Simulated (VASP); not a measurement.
A run of VASP 6.6.1 is set up as follows.

The input INCAR:

```
SYSTEM = Al
ALGO = Normal ; EDIFF = 1E-6
ENCUT = 520 ; GGA = PS
ISIF = 2 ; ISMEAR = -1
LASPH = .TRUE. ; LCHARG = .FALSE.
LREAL = .FALSE. ; LWAVE = .FALSE.
NBANDS = 8 ; NELM = 80
PREC = Accurate ; SIGMA = 0.08
```

KPOINTS

```
k-points
0
G
  18 18 18
  0 0 0
```

POSCAR

```
Al
1.0
    0.0000000000      1.9240367727      1.9240367727
    1.9240367727      0.0000000000      1.9240367727
    1.9240367727      1.9240367727      0.0000000000
Al
1
Direct
    0.0000000000      0.0000000000      0.0000000000
```

Potentials or basis: VASP PAW PBE potentials, release 64 (Al).

The run is started by

```sh
$ cat potpaw_PBE.64/Al/POTCAR > POTCAR
$ mpirun -np 1 vasp_std > vasp.out
```

Predict the pressure.

14.0 GPa.

Caveat: the PAW data sets were made with another functional, which shifts forces and pressure a little.
